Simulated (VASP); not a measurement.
# BeZn2S2O (P4/mmm) in VASP: further runs

Runs on BeZn2S2O. Level: PBE. Tasks: single point, relaxation of cell and atoms.

Program: VASP 6.6.1. These are calculated values, not measurements. Logs are shortened: lines on timing, memory, paths and dates and some standing lists are left out, and cuts for length are marked.

## (1) The cell of the first run

It takes space group P4/mmm (No. 123, tetragonal). The conventional cell has a = 3.781 Å, b = 3.781 Å, c = 6.301 Å, α = 90.00°, β = 90.00°, γ = 90.00°. Be (site symmetry 4/mmm) has 2 S at 1.76 Å and 4 Zn at 1.89 Å within 2.3 Å. Within 2.7 Å of Zn (site symmetry mmm) lie 2 Be at 1.89 Å and 2 O at 1.89 Å and 4 S at 2.59 Å and 4 Zn at 2.67 Å. Within 2.3 Å of S (site symmetry 4mm) lie 1 Be at 1.76 Å. Within 2.5 Å of O (site symmetry 4/mmm) lie 4 Zn at 1.89 Å.

The cell was generated, and may not be a known phase.

## (2) Single point, PBE

Contents of INCAR:

```
SYSTEM = BeZn2S2O
PREC     = Accurate       ! precision mode
ENCUT    = 520            ! plane-wave cutoff, eV
EDIFF    = 1E-6           ! SCF threshold, eV
ISMEAR   = 0              ! smearing method
SIGMA    = 0.1            ! smearing width, eV
LREAL    = .FALSE.        ! projectors in reciprocal space
LASPH    = .TRUE.         ! aspherical terms in the spheres
NELM     = 80             ! most SCF steps
ALGO     = Normal         ! electronic algorithm
ISIF     = 2              ! what is computed and relaxed
LWAVE    = .FALSE.        ! write WAVECAR
LCHARG   = .FALSE.        ! write CHGCAR
GGA      = PE             ! functional
NBANDS   = 31             ! bands
```

Contents of KPOINTS:

```
regular mesh
0
G
  4 4 4
  0 0 0
```

Contents of POSCAR:

```
BeZn2S2O
1.0
    3.7812654700      0.0000000000      0.0000000000
    0.0000000000      3.7812654700      0.0000000000
    0.0000000000      0.0000000000      6.3011308300
Be Zn S O
1 2 2 1
Direct
    0.0000000000      0.0000000000      0.0000000000
    0.0000000000      0.5000000000      0.0000000000
    0.5000000000      0.0000000000      0.0000000000
    0.0000000000      0.0000000000      0.7202198700
    0.0000000000      0.0000000000      0.2797801300
    0.5000000000      0.5000000000      0.0000000000
```

Potentials or basis: VASP PAW PBE potentials, release 64 (Be, Zn, S, O).

The run is started by

```console
$ cat potpaw_PBE.64/Be/POTCAR potpaw_PBE.64/Zn/POTCAR potpaw_PBE.64/S/POTCAR potpaw_PBE.64/O/POTCAR > POTCAR
$ mpirun -np 1 vasp_std > vasp.out
```

OUTCAR:

```text
SYSTEM = BeZn2S2O
   PREC = Accurate
   ENCUT = 520
   EDIFF = 1E-6
   ISMEAR = 0
   LREAL = .FALSE.
   LASPH = .TRUE.
   NELM = 80
   ISIF = 2
   GGA = PE

 ion  position               nearest neighbor table
   1  0.000  0.000  0.000-   4 1.76   5 1.76   2 1.89   3 1.89   2 1.89   3 1.89
   2  0.000  0.500  0.000-   1 1.89   6 1.89   1 1.89   6 1.89   5 2.59   4 2.59   5 2.59   4 2.59
                             3 2.67   3 2.67   3 2.67   3 2.67
   3  0.500  0.000  0.000-   1 1.89   6 1.89   6 1.89   1 1.89   5 2.59   4 2.59   4 2.59   5 2.59
                             2 2.67   2 2.67   2 2.67   2 2.67
   4  0.000  0.000  0.720-   1 1.76   2 2.59   3 2.59   2 2.59   3 2.59   5 2.78
   5  0.000  0.000  0.280-   1 1.76   2 2.59   3 2.59   2 2.59   3 2.59   4 2.78
   6  0.500  0.500  0.000-   2 1.89   3 1.89   3 1.89   2 1.89

  LATTYP: Found a simple tetragonal cell.
 ALAT       =     3.7812654700
 C/A-ratio  =     1.6664079473

  Lattice vectors:

 A1 = (   3.7812654700,   0.0000000000,   0.0000000000)
 A2 = (   0.0000000000,   3.7812654700,   0.0000000000)
 A3 = (   0.0000000000,   0.0000000000,   6.3011308300)

Analysis of symmetry for initial positions (statically):
=====================================================================
 Subroutine PRICEL returns:
 Original cell was already a primitive cell.

 Routine SETGRP: Setting up the symmetry group for a
 simple tetragonal supercell.

 Subroutine GETGRP returns: Found 16 space group operations
 (whereof 16 operations were pure point group operations)
 out of a pool of 16 trial point group operations.

The static configuration has the point symmetry D_4h.

Analysis of symmetry for dynamics (positions and initial velocities):
=====================================================================
 Subroutine PRICEL returns:
 Original cell was already a primitive cell.

 Routine SETGRP: Setting up the symmetry group for a
 simple tetragonal supercell.

 Subroutine GETGRP returns: Found 16 space group operations
 (whereof 16 operations were pure point group operations)
 out of a pool of 16 trial point group operations.

The dynamic configuration has the point symmetry D_4h.

 Subroutine INISYM returns: Found 16 space group operations
 (whereof 16 operations are pure point group operations),
 and found     1 'primitive' translations

----------------------------------------------------------------------------------------

                                     Primitive cell

  volume of cell :      90.0934

  direct lattice vectors                    reciprocal lattice vectors
     3.781265470  0.000000000  0.000000000     0.264461728  0.000000000  0.000000000
     0.000000000  3.781265470  0.000000000     0.000000000  0.264461728  0.000000000
     0.000000000  0.000000000  6.301130830     0.000000000  0.000000000  0.158701672

  length of vectors
     3.781265470  3.781265470  6.301130830     0.264461728  0.264461728  0.158701672

  position of ions in fractional coordinates (direct lattice)
     0.000000000  0.000000000  0.000000000
     0.000000000  0.500000000  0.000000000
     0.500000000  0.000000000  0.000000000
     0.000000000  0.000000000  0.720219870
     0.000000000  0.000000000  0.279780130
     0.500000000  0.500000000  0.000000000

  ion indices of the primitive-cell ions
   primitive index   ion index
                 1           1
                 2           2
                 3           3
                 4           4
                 5           5
                 6           6

----------------------------------------------------------------------------------------

 KPOINTS: regular mesh

Automatic generation of k-mesh.
 Grid dimensions read from file:
 generate k-points for:    4    4    4

 Generating k-lattice:

  Cartesian coordinates                     Fractional coordinates (reciprocal lattice)
     0.066115432  0.000000000  0.000000000     0.250000000  0.000000000  0.000000000
     0.000000000  0.066115432  0.000000000     0.000000000  0.250000000  0.000000000
     0.000000000  0.000000000  0.039675418     0.000000000  0.000000000  0.250000000

  Length of vectors
     0.066115432  0.066115432  0.039675418

  Shift w.r.t. Gamma in fractional coordinates (k-lattice)
     0.000000000  0.000000000  0.000000000

 Subroutine IBZKPT returns following result:
 ===========================================

 Found     18 irreducible k-points:

 Following reciprocal coordinates:
            Coordinates               Weight
  0.000000  0.000000  0.000000      1.000000
  0.250000  0.000000  0.000000      4.000000
  0.500000  0.000000  0.000000      2.000000
  0.250000  0.250000  0.000000      4.000000
  0.500000  0.250000  0.000000      4.000000
  0.500000  0.500000  0.000000      1.000000
[... 10 lines left out ...]
  0.500000  0.250000  0.500000      4.000000
  0.500000  0.500000  0.500000      1.000000
   k-points           NKPTS =     18   k-points in BZ     NKDIM =     18   number of bands    NBANDS=     31
   number of dos      NEDOS =    301   number of ions     NIONS =      6
   total plane-waves  NPLWV =  37632
   dimension x,y,z NGX =    28 NGY =   28 NGZ =   48
   dimension x,y,z NGXF=    56 NGYF=   56 NGZF=   96
   ions per type =               1   2   2   1
   NGX,Y,Z   is equivalent  to a cutoff of  12.31, 12.31, 12.66 a.u.
   NGXF,Y,Z  is equivalent  to a cutoff of  24.62, 24.62, 25.33 a.u.
 SYSTEM =  BeZn2S2O
   PREC   = accura    normal or accurate (medium, high low for compatibility)
   ISTART =      0    job   : 0-new  1-cont  2-samecut
   ICHARG =      2    charge: 1-file 2-atom 10-const
   ISPIN  =      1    spin polarized calculation?
   LNONCOLLINEAR =      F non collinear calculations
   LSORBIT =      F    spin-orbit coupling
   LASPH  =      T    aspherical Exc in radial PAW
   ENCUT  =  520.0 eV  38.22 Ry    6.18 a.u.   7.03  7.03 11.72*2*pi/ulx,y,z
   NELM   =     80;   NELMIN=  2; NELMDL= -5     # of ELM steps
   EDIFF  = 0.1E-05   stopping-criterion for ELM
   LREAL  =      F    real-space projection
   EDIFFG = 0.1E-04   stopping-criterion for IOM
   NSW    =      0    number of steps for IOM
   IBRION =     -1    ionic relax: 0-MD 1-quasi-New 2-CG
   NFREE  =      0    steps in history (QN), initial steepest desc. (CG)
   ISIF   =      2    stress and relaxation
   ISYM   =      2    0-nonsym 1-usesym 2-fastsym
   POTIM  = 0.5000    time-step for ionic-motion
   TEBEG  =    0.0;   TEEND  =   0.0 temperature during run
   PSTRESS=    0.0 pullay stress
   NELECT =      44.0000    total number of electrons
   NUPDOWN=      -1.0000    fix difference up-down
   EMIN   =  10.00;   EMAX   =-10.00  energy-range for DOS
   EFERMI =   0.00;   METHOD = LEGACY
   ISMEAR =     0;   SIGMA  =   0.10  broadening in eV -4-tet -1-fermi 0-gaus
   EFERMI_NEDOS =   21; number of points for ismear=-14 and -15
   IALGO  =     38    algorithm
   IMIX   =      4    mixing-type and parameters
     AMIX     =   0.40;   BMIX     =  1.00
     AMIX_MAG =   1.60;   BMIX_MAG =  1.00
  volume/ion in A,a.u.               =      15.02       101.33
  Fermi-wavevector in a.u.,A,eV,Ry     =   1.289223  2.436279 22.614195  1.662096
  Thomas-Fermi vector in A             =   2.421129
   LORBIT       =      0    0 simple, 1 ext, 2 COOP (PROOUT), +10 PAW based schemes
   GGA     = PE    functional components
   LHFCALC =     F    Hartree Fock is set to
   AEXX    =    0.0000 exact exchange contribution
   IVDW    =     0    specifies the selected vdW correction
   LEPSILON=     F    determine dielectric tensor
   LRPA    =     F    only Hartree local field effects (RPA)
 non-spin polarized calculation
 Gauss-broadening in eV      SIGMA  =   0.10
  energy-cutoff  :      520.00
  volume of cell :       90.09
 maximum number of plane-waves:      2444
   NGX = 15   NGY = 15   NGZ = 23

 number of electron      44.0000026 magnetization

 Free energy of the ion-electron system (eV)
  ---------------------------------------------------
  ext. energy  EPLUGINS =         0.00000000
  ---------------------------------------------------
  free energy    TOTEN  =       -16.83420909 eV

  energy without entropy =      -16.83420909  energy(sigma->0) =      -16.83420909

 E-fermi :   3.0512     XC(G=0):  -9.6116

 val. band max:        2.5530116982   @ k =   0.5000   0.0000   0.0000
 cond. band min:       3.8103334692   @ k =   0.5000   0.0000   0.0000
 fundamental gap:      1.2573217709
 Fermi energy:         3.0512229589

 k-point     1 :       0.0000    0.0000    0.0000
  band No.  band energies     occupation
      1     -16.6399      2.00000
      2     -10.8861      2.00000
      3      -9.8939      2.00000
      4      -5.9944      2.00000
      5      -5.3392      2.00000
      6      -4.8696      2.00000
[... 23 lines left out ...]
     30      12.6746      0.00000
     31      13.2621      0.00000

 k-point     2 :       0.2500    0.0000    0.0000
  band No.  band energies     occupation
      1     -16.4522      2.00000
      2     -10.8017      2.00000
      3      -9.8454      2.00000
      4      -5.8362      2.00000
      5      -5.3314      2.00000
      6      -5.2343      2.00000
[... 23 lines left out ...]
     30      13.0825      0.00000
     31      13.2989      0.00000

 k-point     3 :       0.5000    0.0000    0.0000
  band No.  band energies     occupation
      1     -16.2456      2.00000
      2     -10.7464      2.00000
      3      -9.7969      2.00000
      4      -6.0103      2.00000
      5      -5.5597      2.00000
      6      -5.3487      2.00000
[... 23 lines left out ...]
     30      12.3223      0.00000
     31      13.2685      0.00000

 k-point     4 :       0.2500    0.2500    0.0000
  band No.  band energies     occupation
      1     -16.2681      2.00000
      2     -10.6409      2.00000
      3      -9.8134      2.00000
      4      -5.9614      2.00000
      5      -5.8943      2.00000
      6      -5.5172      2.00000
[... 431 lines left out ...]
     30      11.3544      0.00000
     31      11.6632      0.00000

 k-point    17 :       0.5000    0.2500    0.5000
  band No.  band energies     occupation
      1     -16.0659      2.00000
      2     -10.2320      2.00000
      3     -10.1034      2.00000
      4      -6.4428      2.00000
      5      -6.2782      2.00000
      6      -5.4527      2.00000
[... 23 lines left out ...]
     30      11.5084      0.00000
     31      11.5155      0.00000

 k-point    18 :       0.5000    0.5000    0.5000
  band No.  band energies     occupation
      1     -15.8699      2.00000
      2     -10.1891      2.00000
      3      -9.7119      2.00000
      4      -7.0098      2.00000
      5      -7.0098      2.00000
      6      -5.6176      2.00000
[... 23 lines left out ...]
     30      12.8313      0.00000
     31      14.5113      0.00000

------------------------ aborting loop because EDIFF is reached ----------------------------------------

  FORCE on cell =-STRESS in cart. coord.  units (eV):
  Direction    XX          YY          ZZ          XY          YZ          ZX
  --------------------------------------------------------------------------------------
  -------------------------------------------------------------------------------------
  Total       26.5709414     26.5709414     11.4798558      0.0000000      0.0000000      0.0000000
  in kB      472.5248905    472.5248905    204.1522550      0.0000000      0.0000000      0.0000000
  external PRESSURE =     383.0673454 kB  Pullay stress =       0.0000000 kB

 VOLUME and BASIS-vectors are now :
 -----------------------------------------------------------------------------
  energy-cutoff  :      520.00
  volume of cell :       90.09
      direct lattice vectors                 reciprocal lattice vectors
     3.781265470  0.000000000  0.000000000     0.264461728  0.000000000  0.000000000
     0.000000000  3.781265470  0.000000000     0.000000000  0.264461728  0.000000000
     0.000000000  0.000000000  6.301130830     0.000000000  0.000000000  0.158701672

 POSITION                                       TOTAL-FORCE (eV/Angst)
 -----------------------------------------------------------------------------------
      0.00000      0.00000      0.00000         0.000000      0.000000      0.000000
      0.00000      1.89063      0.00000         0.000000      0.000000      0.000000
      1.89063      0.00000      0.00000         0.000000      0.000000      0.000000
      0.00000      0.00000      4.53820        -0.000000     -0.000000     -1.095074
      0.00000      0.00000      1.76293         0.000000     -0.000000      1.095074
      1.89063      1.89063      0.00000         0.000000      0.000000      0.000000
 -----------------------------------------------------------------------------------
    total drift:                                0.000000     -0.000000     -0.000000

  FREE ENERGIE OF THE ION-ELECTRON SYSTEM (eV)
  ---------------------------------------------------
  free  energy   TOTEN  =       -16.8342090903 eV

  energy  without entropy=      -16.8342090903  energy(sigma->0) =      -16.83420909
```

It took 21 s on 1 thread of Intel Xeon 6975P-C (Granite Rapids), shared host; peak memory 0.21 GiB.

Results:

```
Free energy            : -16.8342 eV
Pressure               : 38.3 GPa
Largest force          : 1.095 eV/Å
Band gap on the k mesh : 1.26 eV
```

Forces on the atoms (eV/Å):
```
Be   0.000  0.000  0.000
Zn   0.000  0.000  0.000
Zn   0.000  0.000  0.000
S    0.000  0.000 -1.095
S    0.000  0.000  1.095
O    0.000  0.000  0.000
```

Stress tensor (GPa, compression positive):
```
47.25  0.00  0.00
 0.00 47.25  0.00
 0.00  0.00 20.42
```

Levels at points of the mesh, in eV from the valence-band top:
```
           k point  band 19  band 20  band 21  band 22  band 23  band 24  band 25  band 26
(0.00, 0.00, 0.00)    -1.76    -1.64    -0.13    -0.13     2.64     2.70     3.27     3.27
(0.50, 0.00, 0.00)    -2.04    -1.39    -0.84     0.00     1.26     3.15     5.45     6.01
(0.50, 0.50, 0.00)    -1.65    -0.93    -0.82    -0.82     3.83     3.83     4.30     5.09
(0.00, 0.00, 0.50)    -1.53    -1.53    -0.68    -0.68     2.73     3.98     4.08     4.08
(0.50, 0.00, 0.50)    -2.33    -1.20    -0.76    -0.52     2.62     3.96     5.53     6.15
(0.50, 0.50, 0.50)    -3.11    -1.66    -0.21    -0.21     4.72     4.72     5.79     6.49
```

Caveat: the stress differs along the axes, from 20 to 47 GPa; forces of over 1 eV/Å act on the atoms, so gaps and moduli don't describe the material at rest. A k mesh can miss the band edges.

[end of part 1 of 3]
